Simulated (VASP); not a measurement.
# BeCd3Te4 (P-43m) in VASP: further runs

Runs on BeCd3Te4. Level: PBE. Tasks: single point, relaxation of cell and atoms.

Everything below comes from runs of VASP 6.6.1. Logs are shortened: lines on timing, memory, paths and dates and some standing lists are left out, and cuts for length are marked.

**1. The cell of the first run**

Symmetry: P-43m, No. 215, cubic system. The conventional cell has a = 6.375 Å, b = 6.375 Å, c = 6.375 Å, α = 90.00°, β = 90.00°, γ = 90.00°. Be (site symmetry -43m) has 4 Te at 2.50 Å within 3.3 Å. Cd (site symmetry -42m) has 4 Te at 2.86 Å within 3.8 Å. Te (site symmetry 3m) has 1 Be at 2.50 Å and 3 Cd at 2.86 Å within 3.3 Å.

**2. Single point, PBE**

File INCAR:

```
SYSTEM = BeCd3Te4
PREC = Accurate
ENCUT = 520
EDIFF = 1E-7
ISMEAR = 0
SIGMA = 0.02
LREAL = .False.
LASPH = .True.
NELM = 100
ALGO = Normal
ISIF = 2
LWAVE = .False.
LCHARG = .False.
GGA = PE
NBANDS = 41
```

File KPOINTS:

```
Automatic mesh
0
Gamma
  4 4 4
  0 0 0
```

File POSCAR:

```
BeCd3Te4
1.0
    6.3750496415      0.0000000000      0.0000000000
    0.0000000000      6.3750496415      0.0000000000
    0.0000000000      0.0000000000      6.3750496415
Be Cd Te
1 3 4
Direct
    0.0000000000      0.0000000000      0.0000000000
    0.5000000000      0.0000000000      0.5000000000
    0.0000000000      0.5000000000      0.5000000000
    0.5000000000      0.5000000000      0.0000000000
    0.2265338466      0.7734661534      0.7734661534
    0.7734661534      0.7734661534      0.2265338466
    0.7734661534      0.2265338466      0.7734661534
    0.2265338466      0.2265338466      0.2265338466
```

Potentials or basis: VASP PAW PBE potentials, release 64 (Be, Cd, Te).

The run is started by

```bash
> cat potpaw_PBE.64/Be/POTCAR potpaw_PBE.64/Cd/POTCAR potpaw_PBE.64/Te/POTCAR > POTCAR
> mpirun -np 1 vasp_std > vasp.out
```

OUTCAR:

```text
SYSTEM = BeCd3Te4
   PREC = Accurate
   ENCUT = 520
   EDIFF = 1E-7
   ISMEAR = 0
   LREAL = .False.
   LASPH = .True.
   NELM = 100
   ISIF = 2
   GGA = PE

 ion  position               nearest neighbor table
   1  0.000  0.000  0.000-   5 2.50   6 2.50   7 2.50   8 2.50
   2  0.500  0.000  0.500-   5 2.86   6 2.86   7 2.86   8 2.86
   3  0.000  0.500  0.500-   5 2.86   6 2.86   7 2.86   8 2.86
   4  0.500  0.500  0.000-   5 2.86   6 2.86   7 2.86   8 2.86
   5  0.227  0.773  0.773-   1 2.50   2 2.86   3 2.86   4 2.86
   6  0.773  0.773  0.227-   1 2.50   2 2.86   3 2.86   4 2.86
   7  0.773  0.227  0.773-   1 2.50   2 2.86   3 2.86   4 2.86
   8  0.227  0.227  0.227-   1 2.50   2 2.86   3 2.86   4 2.86

  LATTYP: Found a simple cubic cell.
 ALAT       =     6.3750496415

  Lattice vectors:

 A1 = (   6.3750496415,   0.0000000000,   0.0000000000)
 A2 = (   0.0000000000,   6.3750496415,   0.0000000000)
 A3 = (   0.0000000000,   0.0000000000,   6.3750496415)

Analysis of symmetry for initial positions (statically):
=====================================================================
 Subroutine PRICEL returns:
 Original cell was already a primitive cell.

 Routine SETGRP: Setting up the symmetry group for a
 simple cubic supercell.

 Subroutine GETGRP returns: Found 24 space group operations
 (whereof 24 operations were pure point group operations)
 out of a pool of 48 trial point group operations.

The static configuration has the point symmetry T_d .

Analysis of symmetry for dynamics (positions and initial velocities):
=====================================================================
 Subroutine PRICEL returns:
 Original cell was already a primitive cell.

 Routine SETGRP: Setting up the symmetry group for a
 simple cubic supercell.

 Subroutine GETGRP returns: Found 24 space group operations
 (whereof 24 operations were pure point group operations)
 out of a pool of 48 trial point group operations.

The dynamic configuration has the point symmetry T_d .

 Subroutine INISYM returns: Found 24 space group operations
 (whereof 24 operations are pure point group operations),
 and found     1 'primitive' translations

----------------------------------------------------------------------------------------

                                     Primitive cell

  volume of cell :     259.0900

  direct lattice vectors                    reciprocal lattice vectors
     6.375049642  0.000000000  0.000000000     0.156861524  0.000000000  0.000000000
     0.000000000  6.375049642  0.000000000     0.000000000  0.156861524  0.000000000
     0.000000000  0.000000000  6.375049642     0.000000000  0.000000000  0.156861524

  length of vectors
     6.375049642  6.375049642  6.375049642     0.156861524  0.156861524  0.156861524

  position of ions in fractional coordinates (direct lattice)
     0.000000000  0.000000000  0.000000000
     0.500000000  0.000000000  0.500000000
     0.000000000  0.500000000  0.500000000
     0.500000000  0.500000000  0.000000000
     0.226533847  0.773466153  0.773466153
     0.773466153  0.773466153  0.226533847
     0.773466153  0.226533847  0.773466153
     0.226533847  0.226533847  0.226533847

  ion indices of the primitive-cell ions
   primitive index   ion index
                 1           1
                 2           2
                 3           3
                 4           4
                 5           5
                 6           6
                 7           7
                 8           8

----------------------------------------------------------------------------------------

 KPOINTS: Automatic mesh

Automatic generation of k-mesh.
 Grid dimensions read from file:
 generate k-points for:    4    4    4

 Generating k-lattice:

  Cartesian coordinates                     Fractional coordinates (reciprocal lattice)
     0.039215381  0.000000000  0.000000000     0.250000000  0.000000000  0.000000000
     0.000000000  0.039215381  0.000000000     0.000000000  0.250000000  0.000000000
     0.000000000  0.000000000  0.039215381     0.000000000  0.000000000  0.250000000

  Length of vectors
     0.039215381  0.039215381  0.039215381

  Shift w.r.t. Gamma in fractional coordinates (k-lattice)
     0.000000000  0.000000000  0.000000000

 Subroutine IBZKPT returns following result:
 ===========================================

 Found     10 irreducible k-points:

 Following reciprocal coordinates:
            Coordinates               Weight
  0.000000  0.000000  0.000000      1.000000
  0.250000  0.000000  0.000000      6.000000
  0.500000  0.000000  0.000000      3.000000
  0.250000  0.250000  0.000000     12.000000
  0.500000  0.250000  0.000000     12.000000
  0.500000  0.500000  0.000000      3.000000
  0.250000  0.250000  0.250000      8.000000
  0.500000  0.250000  0.250000     12.000000
  0.500000  0.500000  0.250000      6.000000
  0.500000  0.500000  0.500000      1.000000
   k-points           NKPTS =     10   k-points in BZ     NKDIM =     10   number of bands    NBANDS=     41
   number of dos      NEDOS =    301   number of ions     NIONS =      8
   total plane-waves  NPLWV = 110592
   dimension x,y,z NGX =    48 NGY =   48 NGZ =   48
   dimension x,y,z NGXF=    96 NGYF=   96 NGZF=   96
   ions per type =               1   3   4
   NGX,Y,Z   is equivalent  to a cutoff of  12.52, 12.52, 12.52 a.u.
   NGXF,Y,Z  is equivalent  to a cutoff of  25.03, 25.03, 25.03 a.u.
 SYSTEM =  BeCd3Te4
   PREC   = accura    normal or accurate (medium, high low for compatibility)
   ISTART =      0    job   : 0-new  1-cont  2-samecut
   ICHARG =      2    charge: 1-file 2-atom 10-const
   ISPIN  =      1    spin polarized calculation?
   LNONCOLLINEAR =      F non collinear calculations
   LSORBIT =      F    spin-orbit coupling
   LASPH  =      T    aspherical Exc in radial PAW
   ENCUT  =  520.0 eV  38.22 Ry    6.18 a.u.  11.85 11.85 11.85*2*pi/ulx,y,z
   NELM   =    100;   NELMIN=  2; NELMDL= -5     # of ELM steps
   EDIFF  = 0.1E-06   stopping-criterion for ELM
   LREAL  =      F    real-space projection
   EDIFFG = 0.1E-05   stopping-criterion for IOM
   NSW    =      0    number of steps for IOM
   IBRION =     -1    ionic relax: 0-MD 1-quasi-New 2-CG
   NFREE  =      0    steps in history (QN), initial steepest desc. (CG)
   ISIF   =      2    stress and relaxation
   ISYM   =      2    0-nonsym 1-usesym 2-fastsym
   POTIM  = 0.5000    time-step for ionic-motion
   TEBEG  =    0.0;   TEEND  =   0.0 temperature during run
   PSTRESS=    0.0 pullay stress
   NELECT =      62.0000    total number of electrons
   NUPDOWN=      -1.0000    fix difference up-down
   EMIN   =  10.00;   EMAX   =-10.00  energy-range for DOS
   EFERMI =   0.00;   METHOD = LEGACY
   ISMEAR =     0;   SIGMA  =   0.02  broadening in eV -4-tet -1-fermi 0-gaus
   EFERMI_NEDOS =   21; number of points for ismear=-14 and -15
   IALGO  =     38    algorithm
   IMIX   =      4    mixing-type and parameters
     AMIX     =   0.40;   BMIX     =  1.00
     AMIX_MAG =   1.60;   BMIX_MAG =  1.00
  volume/ion in A,a.u.               =      32.39       218.55
  Fermi-wavevector in a.u.,A,eV,Ry     =   1.016378  1.920675 14.055142  1.033024
  Thomas-Fermi vector in A             =   2.149718
   LORBIT       =      0    0 simple, 1 ext, 2 COOP (PROOUT), +10 PAW based schemes
   GGA     = PE    functional components
   LHFCALC =     F    Hartree Fock is set to
   AEXX    =    0.0000 exact exchange contribution
   IVDW    =     0    specifies the selected vdW correction
   LEPSILON=     F    determine dielectric tensor
   LRPA    =     F    only Hartree local field effects (RPA)
 non-spin polarized calculation
 Gauss-broadening in eV      SIGMA  =   0.02
  energy-cutoff  :      520.00
  volume of cell :      259.09
 maximum number of plane-waves:      7012
 NGX is ok and might be reduce to    48
   NGX = 23   NGY = 23   NGZ = 23

 number of electron      62.0000013 magnetization

 Free energy of the ion-electron system (eV)
  ---------------------------------------------------
  ext. energy  EPLUGINS =         0.00000000
  ---------------------------------------------------
  free energy    TOTEN  =       -21.79042961 eV

  energy without entropy =      -21.79042961  energy(sigma->0) =      -21.79042961

 E-fermi :   2.5586     XC(G=0):  -8.5202

 val. band max:        2.4290985070   @ k =   0.0000   0.0000   0.0000
 cond. band min:       3.5367527627   @ k =   0.0000   0.0000   0.0000
 fundamental gap:      1.1076542557
 Fermi energy:         2.5586106792

 k-point     1 :       0.0000    0.0000    0.0000
  band No.  band energies     occupation
      1      -8.6878      2.00000
      2      -7.9184      2.00000
      3      -7.9184      2.00000
      4      -7.9184      2.00000
      5      -5.6450      2.00000
      6      -5.6450      2.00000
[... 33 lines left out ...]
     40       7.0019      0.00000
     41       7.0019      0.00000

 k-point     2 :       0.2500    0.0000    0.0000
  band No.  band energies     occupation
      1      -8.5976      2.00000
      2      -8.0177      2.00000
      3      -7.9197      2.00000
      4      -7.9197      2.00000
      5      -5.6392      2.00000
      6      -5.6360      2.00000
[... 33 lines left out ...]
     40       7.6024      0.00000
     41       7.6024      0.00000

 k-point     3 :       0.5000    0.0000    0.0000
  band No.  band energies     occupation
      1      -8.4511      2.00000
      2      -8.1742      2.00000
      3      -7.9211      2.00000
      4      -7.9211      2.00000
      5      -5.6174      2.00000
      6      -5.6174      2.00000
[... 259 lines left out ...]
      2      -8.0511      2.00000
      3      -8.0511      2.00000
      4      -8.0324      2.00000
      5      -5.6297      2.00000
      6      -5.6171      2.00000
[... 33 lines left out ...]
     40       7.7047      0.00000
     41       7.8811      0.00000

 k-point    10 :       0.5000    0.5000    0.5000
  band No.  band energies     occupation
      1      -8.2934      2.00000
      2      -8.0436      2.00000
      3      -8.0436      2.00000
      4      -8.0436      2.00000
      5      -5.6267      2.00000
      6      -5.6267      2.00000
[... 33 lines left out ...]
     40       7.4113      0.00000
     41       8.0543      0.00000

------------------------ aborting loop because EDIFF is reached ----------------------------------------

  FORCE on cell =-STRESS in cart. coord.  units (eV):
  Direction    XX          YY          ZZ          XY          YZ          ZX
  --------------------------------------------------------------------------------------
  -------------------------------------------------------------------------------------
  Total        0.1060869      0.1060869      0.1060869      0.0000000      0.0000000     -0.0000000
  in kB        0.6560270      0.6560270      0.6560270      0.0000000      0.0000000     -0.0000000
  external PRESSURE =       0.6560270 kB  Pullay stress =       0.0000000 kB

 VOLUME and BASIS-vectors are now :
 -----------------------------------------------------------------------------
  energy-cutoff  :      520.00
  volume of cell :      259.09
      direct lattice vectors                 reciprocal lattice vectors
     6.375049642  0.000000000  0.000000000     0.156861524  0.000000000  0.000000000
     0.000000000  6.375049642  0.000000000     0.000000000  0.156861524  0.000000000
     0.000000000  0.000000000  6.375049642     0.000000000  0.000000000  0.156861524

 POSITION                                       TOTAL-FORCE (eV/Angst)
 -----------------------------------------------------------------------------------
      0.00000      0.00000      0.00000        -0.000000      0.000000      0.000000
      3.18752      0.00000      3.18752        -0.000000      0.000000      0.000000
      0.00000      3.18752      3.18752         0.000000      0.000000      0.000000
      3.18752      3.18752      0.00000        -0.000000      0.000000      0.000000
      1.44416      4.93089      4.93089         0.002382     -0.002382     -0.002382
      4.93089      4.93089      1.44416        -0.002382     -0.002382      0.002382
      4.93089      1.44416      4.93089        -0.002382      0.002382     -0.002382
      1.44416      1.44416      1.44416         0.002382      0.002382      0.002382
 -----------------------------------------------------------------------------------
    total drift:                               -0.000000     -0.000000      0.000000

  FREE ENERGIE OF THE ION-ELECTRON SYSTEM (eV)
  ---------------------------------------------------
  free  energy   TOTEN  =       -21.7904296059 eV

  energy  without entropy=      -21.7904296059  energy(sigma->0) =      -21.79042961
```

Wall time 4.2 min (1 thread of Intel Xeon 8259CL, shared host); peak memory 0.35 GiB.

What came out:

```yaml
Free_energy: -21.7904 eV
Pressure: 0.1 GPa
Largest_force: 0.004 eV/Å
Band_gap_on_the_k_mesh: 1.11 eV
```

Forces on the atoms (eV/Å):
```
Be   0.000  0.000  0.000
Cd   0.000  0.000  0.000
Cd   0.000  0.000  0.000
Cd   0.000  0.000  0.000
Te   0.002 -0.002 -0.002
Te  -0.002 -0.002  0.002
Te  -0.002  0.002 -0.002
Te   0.002  0.002  0.002
```

Caveat: spin-orbit coupling is left out, which moves the levels of the heavy elements.

**3. Relaxation of cell and atoms, PBE**

This run uses another cell than the first one, of 28.93 Å³/atom.

File INCAR:

```
PREC = Accurate
ENCUT = 600
EDIFF = 1E-6
ISMEAR = 0
SIGMA = 0.2
LREAL = False
LASPH = True
NELM = 80
ALGO = Normal
ISIF = 3
LWAVE = False
LCHARG = False
GGA = PE
IBRION = 2
NSW = 36
EDIFFG = -0.08
```

File KPOINTS:

```
Automatic mesh
0
Gamma
  3 3 3
```

File POSCAR:

```
BeCd3Te4
1.0
    6.1400000000      0.0000000000      0.0000000000
    0.0000000000      6.1400000000      0.0000000000
    0.0000000000      0.0000000000      6.1400000000
Be Cd Te
1 3 4
Direct
    0.0000000000      0.0000000000      0.0000000000
    0.5000000000      0.0000000000      0.5000000000
    0.0000000000      0.5000000000      0.5000000000
    0.5000000000      0.5000000000      0.0000000000
    0.2350000000      0.7650000000      0.7650000000
    0.7650000000      0.7650000000      0.2350000000
    0.7650000000      0.2350000000      0.7650000000
    0.2350000000      0.2350000000      0.2350000000
```

Potentials or basis: VASP PAW PBE potentials, release 64 (Be, Cd, Te).

The run is started by

```bash
> cat potpaw_PBE.64/Be/POTCAR potpaw_PBE.64/Cd/POTCAR potpaw_PBE.64/Te/POTCAR > POTCAR
> mpirun -np 1 vasp_std > vasp.out
```

It took 7 min on 1 thread of Intel Xeon 8259CL, shared host; peak memory 0.36 GiB.

It converged, with:

```
Free energy                           : -21.7632 eV
Relaxed volume                        : 32.34 Å³/atom
Relaxed cell                          : a = 6.372 Å, b = 6.372 Å, c = 6.372 Å, α = 90.00°, β = 90.00°, γ = 90.00°
Space group after relaxing (to 0.1 Å) : P-43m (No. 215)
Energy gained by relaxing             : 81.6 meV/atom
Ionic steps                           : 5
Pressure after relaxing               : 0.1 GPa
Largest force after relaxing          : 0.016 eV/Å
Band gap on the k mesh                : 1.11 eV
```

Forces in eV/Å, atoms in the order of the input:
```
Be   0.000  0.000  0.000
Cd   0.000  0.000  0.000
Cd   0.000  0.000  0.000
Cd   0.000  0.000  0.000
Te  -0.009  0.009  0.009
Te   0.009  0.009 -0.009
Te   0.009 -0.009  0.009
Te  -0.009 -0.009 -0.009
```

Step by step:
| step | energy change (eV) | largest force (eV/Å) | pressure (GPa) | volume (Å³) |
| --- | --- | --- | --- | --- |
| 1 | 0.0000 | 0.9406 | 6.39 | 231.48 |
| 2 | -0.5570 | 0.2751 | -1.64 | 272.35 |
| 3 | -0.6048 | 0.3923 | -0.24 | 262.01 |
| 4 | -0.6310 | 0.2733 | -0.13 | 260.90 |
| 5 | -0.6528 | 0.0158 | 0.12 | 258.71 |

Final structure:
```xyz
8
Lattice="6.3719 0.0000 0.0000 0.0000 6.3719 0.0000 0.0000 0.0000 6.3719" Properties=species:S:1:pos:R:3 pbc="T T T"
Be    0.0000    0.0000    0.0000
Cd    3.1859    0.0000    3.1859
Cd    0.0000    3.1859    3.1859
Cd    3.1859    3.1859    0.0000
Te    1.4445    4.9274    4.9274
Te    4.9274    4.9274    1.4445
Te    4.9274    1.4445    4.9274
Te    1.4445    1.4445    1.4445
```

Levels at points of the mesh, in eV from the valence-band top:
```csv
k point,band 28,band 29,band 30,band 31,band 32,band 33,band 34,band 35
"(0.00, 0.00, 0.00)",-1.61,0.00,0.00,0.00,1.11,2.25,2.25,2.67
```

Caveat: spin-orbit coupling is left out, which moves the levels of the heavy elements.
